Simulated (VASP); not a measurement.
Set up this calculation in VASP 6.6.1, as the native input.

| Item | Value |
| --- | --- |
| Task | single point |
| Functional | PBE |
| Potentials or basis | VASP PAW PBE potentials, release 64 (Hf_pv, O) |
| Cutoff | 520 eV |
| k mesh | 6 × 6 × 8 |
| Occupations | gaussian, width 0.05 eV |
| Spin | no spin polarisation |
| Dipole correction | no |
| Further INCAR settings | ALGO = Normal; EDIFF = 1e-06; NBANDS = 31 |

The structure of HfO2 lies in POSCAR:

```
HfO2
1.0
    5.0032454367      0.0000000000      0.0000000000
    0.0000000000      5.0032454367      0.0000000000
    0.0000000000      0.0000000000      3.3188368560
Hf O
2 4
Direct
    0.0000000000      0.0000000000     -0.0209086807
    0.5000000000      0.5000000000      0.5209086807
    0.1948161092      0.8051838908      0.4932900522
    0.3051838908      0.3051838908      0.0067099478
    0.6948161092      0.6948161092      0.0067099478
    0.8051838908      0.1948161092      0.4932900522
```

These files were run (other wordings do the same):

INCAR

```
SYSTEM = HfO2
PREC     = Accurate       ! precision mode
ENCUT    = 520            ! plane-wave cutoff, eV
EDIFF    = 1E-6           ! SCF threshold, eV
ISMEAR   = 0              ! smearing method
SIGMA    = 0.05           ! smearing width, eV
LREAL    = .False.        ! projectors in reciprocal space
LASPH    = .True.         ! aspherical terms in the spheres
NELM     = 60             ! most SCF steps
ALGO     = Normal         ! electronic algorithm
ISIF     = 2              ! what is computed and relaxed
LWAVE    = .False.        ! write WAVECAR
LCHARG   = .True.         ! write CHGCAR
GGA      = PE             ! functional
LELF     = .True.         ! ELF
LVHAR    = .True.       
NBANDS   = 31             ! bands
```

KPOINTS

```
Automatic mesh
0
Gamma
  6 6 8
  0 0 0
```

Potentials or basis: VASP PAW PBE potentials, release 64 (Hf_pv, O).

Run with:

```sh
$ cat potpaw_PBE.64/Hf_pv/POTCAR potpaw_PBE.64/O/POTCAR > POTCAR
$ mpirun -np 1 vasp_std > vasp.out
```

It gave:

```json
{
 "Pressure": "-15.8 GPa",
 "Largest force": "0.286 eV/Å",
 "Band gap on the k mesh": "3.59 eV, direct"
}
```

Caveat: spin-orbit coupling is left out, which moves the levels of the heavy elements.

Wall time 110 s on 1 thread of AMD EPYC 9R45 (Zen 5) (shared host), peak memory 0.22 GiB.
